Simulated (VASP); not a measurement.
# InSb (I-4m2) in VASP: notebook, part 2 of 2

VASP 6.6.1.

### Step 3. Single point, PBEsol (strained cell)

INCAR reads:

```
SYSTEM = InSb
  PREC = Accurate
  ENCUT = 500
  EDIFF = 1E-6
  ISMEAR = 0
  SIGMA = 0.1
  LREAL = .FALSE.
  LASPH = .TRUE.
  NELM = 120
  ALGO = Normal
  ISIF = 2
  LWAVE = .FALSE.
  LCHARG = .FALSE.
  GGA = PS
  NBANDS = 16
  GGA_COMPAT = .FALSE.
```

KPOINTS reads:

```
regular mesh
0
G
  10 10 10
  0 0 0
```

POSCAR reads:

```
InSb
1.0
    0.0000000000      3.2339052246      3.2807403761
    3.2339052246      0.0000000000      3.2807403761
    3.2339052246      3.2339052246      0.0000000000
In Sb
1 1
Direct
    0.0000000000      0.0000000000      0.0000000000
    0.2500000000      0.2500000000      0.2500000000
```

Potentials or basis: VASP PAW PBE potentials, release 64 (In_d, Sb).

On the command line:

```console
$ cat potpaw_PBE.64/In_d/POTCAR potpaw_PBE.64/Sb/POTCAR > POTCAR
$ mpirun -np 1 vasp_std > vasp.out
```

OUTCAR:

```text
SYSTEM = InSb
   PREC = Accurate
   ENCUT = 500
   EDIFF = 1E-6
   ISMEAR = 0
   LREAL = .FALSE.
   LASPH = .TRUE.
   NELM = 120
   ISIF = 2
   GGA = PS

 ion  position               nearest neighbor table
   1  0.000  0.000  0.000-   2 2.81   2 2.81   2 2.81   2 2.81
   2  0.250  0.250  0.250-   1 2.81   1 2.81   1 2.81   1 2.81

  LATTYP: Found a body centered tetragonal cell.
 ALAT       =     4.5734326281
 C/A-ratio  =     1.4346949624

  Lattice vectors:

 A1 = (  -3.2339052246,   0.0000000000,   3.2807403761)
[... 627 lines left out ...]
      4      -9.5835      2.00000
      5      -9.5666      2.00000
      6      -4.4901      2.00000
[... 8 lines left out ...]
     15      14.4977      0.00000
     16      14.7510      0.00000

 [... further k-points ...]
[... 5 lines left out ...]
  --------------------------------------------------------------------------------------
  -------------------------------------------------------------------------------------
  Total        0.2402306      0.2402306      0.0669545      0.0000000      0.0000000     -0.0000000
  in kB        5.6089619      5.6089619      1.5632700      0.0000000      0.0000000     -0.0000000
  external PRESSURE =       4.2603979 kB  Pullay stress =       0.0000000 kB

 VOLUME and BASIS-vectors are now :
 -----------------------------------------------------------------------------
  energy-cutoff  :      500.00
  volume of cell :       68.62
      direct lattice vectors                 reciprocal lattice vectors
     0.000000000  3.233905225  3.280740376    -0.154611829  0.154611829  0.152404623
     3.233905225  0.000000000  3.280740376     0.154611829 -0.154611829  0.152404623
     3.233905225  3.233905225  0.000000000     0.154611829  0.154611829 -0.152404623

 POSITION                                       TOTAL-FORCE (eV/Angst)
 -----------------------------------------------------------------------------------
      0.00000      0.00000      0.00000        -0.000000     -0.000000     -0.000000
      1.61695      1.61695      1.64037         0.000000      0.000000      0.000000
 -----------------------------------------------------------------------------------
    total drift:                                0.000000      0.000000     -0.000000

  FREE ENERGIE OF THE ION-ELECTRON SYSTEM (eV)
  ---------------------------------------------------
  free  energy   TOTEN  =        -7.6979070518 eV

  energy  without entropy=       -7.6977193249  energy(sigma->0) =       -7.69781319
```

stdout:

```text
POSCAR found type information on POSCAR InSb
 POSCAR found :  2 types and       2 ions
 scaLAPACK will be used
 -----------------------------------------------------------------------------
|                                                                             |
|                                                                             |
|     You enforced a specific xc type in the INCAR file but a different       |
|     I HOPE YOU KNOW WHAT YOU ARE DOING!                                     |
|                                                                             |
 -----------------------------------------------------------------------------

 LDA part: xc-table for (Slater+PW92), standard interpolation
 POSCAR, INCAR and KPOINTS ok, starting setup
 FFT: planning ... GRIDC
 FFT: planning ... GRID_SOFT
 FFT: planning ... GRID
 WAVECAR not read
 entering main loop
```

Wall time 66 s (1 thread of Intel Xeon Platinum 8488C (Sapphire Rapids), shared host); peak memory 0.27 GiB.

Results:

* Free energy: -7.6979 eV
* Pressure: 0.4 GPa
* Band gap on the k mesh: zero (filled and empty bands touch)

Stress tensor (GPa, compression positive):
```
0.56 0.00 0.00
0.00 0.56 0.00
0.00 0.00 0.16
```

Caveat: the cell differs from its parent crystal (strained cell); semilocal functionals underestimate gaps, so a narrow gap can read as zero; the PAW data sets were made with another functional, which shifts forces and pressure a little; spin-orbit coupling is left out, which moves the levels of the heavy elements.

### Step 4. Single point, PBEsol (strained cell)

INCAR reads:

```
PREC = Accurate
ENCUT = 500
EDIFF = 1E-6
ISMEAR = 0
SIGMA = 0.1
LREAL = F
LASPH = T
NELM = 120
ALGO = Normal
ISIF = 2
LWAVE = F
LCHARG = T
GGA = PS
LELF = T
LVHAR = T
NBANDS = 16
GGA_COMPAT = F
```

KPOINTS reads:

```
Automatic mesh
0
Gamma
  10 10 10
```

POSCAR reads:

```
InSb
1.0
    0.0000000000      3.2339052246      3.2875310182
    3.2339052246      0.0000000000      3.2875310182
    3.2339052246      3.2339052246      0.0000000000
In Sb
1 1
Direct
    0.0000000000      0.0000000000      0.0000000000
    0.2500000000      0.2500000000      0.2500000000
```

On the command line:

```console
$ cat potpaw_PBE.64/In_d/POTCAR potpaw_PBE.64/Sb/POTCAR > POTCAR
$ mpirun -np 1 vasp_std > vasp.out
```

Wall time 68 s (1 thread of Intel Xeon Platinum 8488C (Sapphire Rapids), shared host); peak memory 0.26 GiB.

Results (log left out):

```yaml
Free_energy: -7.6980 eV
Pressure: 0.3 GPa
Band_gap_on_the_k_mesh: zero (filled and empty bands touch)
```

Stress tensor (GPa, compression positive):
```
0.49 0.00 0.00
0.00 0.49 0.00
0.00 0.00 0.02
```

Levels at points of the mesh, in eV from the Fermi level:
| k point | band 5 | band 6 | band 7 | band 8 | band 9 | band 10 | band 11 | band 12 | band 13 | band 14 |
| --- | --- | --- | --- | --- | --- | --- | --- | --- | --- | --- |
| (0.00, 0.00, 0.00) | -14.48 | -10.73 | -0.37 | -0.10 | -0.02 | -0.02 | 2.87 | 2.87 | 2.91 | 5.51 |
| (0.50, 0.00, 0.00) | -14.48 | -9.38 | -5.65 | -1.10 | -0.99 | 0.40 | 3.69 | 3.77 | 5.92 | 8.06 |
| (0.50, 0.50, 0.00) | -14.47 | -8.81 | -6.00 | -2.23 | -2.23 | 1.28 | 1.30 | 8.00 | 8.00 | 8.52 |
| (0.50, 0.00, 0.50) | -14.47 | -8.77 | -5.92 | -2.32 | -2.31 | 1.18 | 1.20 | 7.97 | 8.03 | 8.61 |

Caveat: the cell differs from its parent crystal (strained cell); semilocal functionals underestimate gaps, so a narrow gap can read as zero; the PAW data sets were made with another functional, which shifts forces and pressure a little; spin-orbit coupling is left out, which moves the levels of the heavy elements.

### Step 5. Single point, PBEsol

This run uses another cell than the first one, of 34.38 Å³/atom.

INCAR reads:

```
PREC = Accurate
ENCUT = 500
EDIFF = 1E-6
ISMEAR = 0
SIGMA = 0.01
LREAL = False
LASPH = True
NELM = 120
ALGO = Normal
ISIF = 2
LWAVE = False
LCHARG = True
GGA = PS
LELF = True
LVHAR = True
NBANDS = 16
GGA_COMPAT = False
```

KPOINTS reads:

```
regular mesh
0
Gamma
  10 10 10
```

POSCAR is that of step 4.

Potentials or basis: VASP PAW PBE potentials, release 64 (In_d, Sb).

On the command line:

```console
$ cat potpaw_PBE.64/In_d/POTCAR potpaw_PBE.64/Sb/POTCAR > POTCAR
$ mpirun -np 1 vasp_std > vasp.out
```

OUTCAR:

```text
PREC = Accurate
   ENCUT = 500
   EDIFF = 1E-6
   ISMEAR = 0
   LREAL = False
   LASPH = True
   NELM = 120
   ISIF = 2
   GGA = PS

 ion  position               nearest neighbor table
   1  0.000  0.000  0.000-   2 2.82   2 2.82   2 2.82   2 2.82
   2  0.250  0.250  0.250-   1 2.82   1 2.82   1 2.82   1 2.82

  LATTYP: Found a body centered tetragonal cell.
 ALAT       =     4.5734326281
 C/A-ratio  =     1.4376645664

  Lattice vectors:

 A1 = (  -3.2339052246,   0.0000000000,   3.2875310182)
 A2 = (   3.2339052246,   0.0000000000,   3.2875310182)
[... 626 lines left out ...]
      4      -9.6010      2.00000
      5      -9.5847      2.00000
      6      -4.5058      2.00000
[... 8 lines left out ...]
     15      14.4759      0.00000
     16      14.7108      0.00000

 [... further k-points ...]
[... 5 lines left out ...]
  --------------------------------------------------------------------------------------
  -------------------------------------------------------------------------------------
  Total        0.2087710      0.2087710      0.0101826      0.0000000      0.0000000      0.0000000
  in kB        4.8643672      4.8643672      0.2372555      0.0000000      0.0000000      0.0000000
  external PRESSURE =       3.3219966 kB  Pullay stress =       0.0000000 kB

 VOLUME and BASIS-vectors are now :
 -----------------------------------------------------------------------------
  energy-cutoff  :      500.00
  volume of cell :       68.76
      direct lattice vectors                 reciprocal lattice vectors
     0.000000000  3.233905225  3.287531018    -0.154611829  0.154611829  0.152089820
     3.233905225  0.000000000  3.287531018     0.154611829 -0.154611829  0.152089820
     3.233905225  3.233905225  0.000000000     0.154611829  0.154611829 -0.152089820

 POSITION                                       TOTAL-FORCE (eV/Angst)
 -----------------------------------------------------------------------------------
      0.00000      0.00000      0.00000         0.000000     -0.000000     -0.000000
      1.61695      1.61695      1.64377         0.000000      0.000000      0.000000
 -----------------------------------------------------------------------------------
    total drift:                                0.000000      0.000000     -0.000000

  FREE ENERGIE OF THE ION-ELECTRON SYSTEM (eV)
  ---------------------------------------------------
  free  energy   TOTEN  =        -7.6978919134 eV

  energy  without entropy=       -7.6978806296  energy(sigma->0) =       -7.69788627
```

It took 75 s on 1 thread of Intel Xeon Platinum 8488C (Sapphire Rapids), shared host; peak memory 0.26 GiB.

What came out:

```
Free energy            : -7.6979 eV
Pressure               : 0.3 GPa
Band gap on the k mesh : zero (filled and empty bands touch)
```

Levels at points of the mesh, in eV from the Fermi level:
| k point | band 7 | band 8 | band 9 | band 10 | band 11 | band 12 |
| --- | --- | --- | --- | --- | --- | --- |
| (0.00, 0.00, 0.00) | -0.35 | -0.08 | 0.00 | 0.00 | 2.89 | 2.89 |
| (0.50, 0.00, 0.00) | -5.63 | -1.08 | -0.97 | 0.42 | 3.71 | 3.79 |
| (0.50, 0.50, 0.00) | -5.98 | -2.21 | -2.21 | 1.30 | 1.32 | 8.02 |
| (0.50, 0.00, 0.50) | -5.90 | -2.30 | -2.29 | 1.20 | 1.22 | 7.99 |

Caveat: semilocal functionals underestimate gaps, so a narrow gap can read as zero; the PAW data sets were made with another functional, which shifts forces and pressure a little; spin-orbit coupling is left out, which moves the levels of the heavy elements.

### Step 6. The runs side by side

| cell | smearing | gap on the mesh (eV) | pressure (GPa) |
| --- | --- | --- | --- |
| a = 4.603, b = 4.603, c = 4.573 Å, angles 60.2, 60.2, 59.6°, 2 atoms | gaussian 0.1 eV | none | 0.5 |
| a = 4.607, b = 4.607, c = 4.573 Å, angles 60.2, 60.2, 59.5°, 2 atoms | gaussian 0.1 eV | none | 0.4 |
| a = 4.612, b = 4.612, c = 4.573 Å, angles 60.3, 60.3, 59.5°, 2 atoms | gaussian 0.1 eV | none | 0.3 |
| a = 4.612, b = 4.612, c = 4.573 Å, angles 60.3, 60.3, 59.5°, 2 atoms | gaussian 0.01 eV | none | 0.3 |

Alike in all rows: task single point; level PBEsol; potentials or basis VASP PAW PBE potentials, release 64 (In_d, Sb); no spin polarisation; k mesh 10 × 10 × 10; cutoff (eV) 500.

Caveats: semilocal functionals underestimate gaps, so a narrow gap can read as zero; the PAW data sets were made with another functional, which shifts forces and pressure a little; spin-orbit coupling is left out, which moves the levels of the heavy elements.

Total energies depend on the potentials used, so only differences within one code and one set of settings carry meaning.
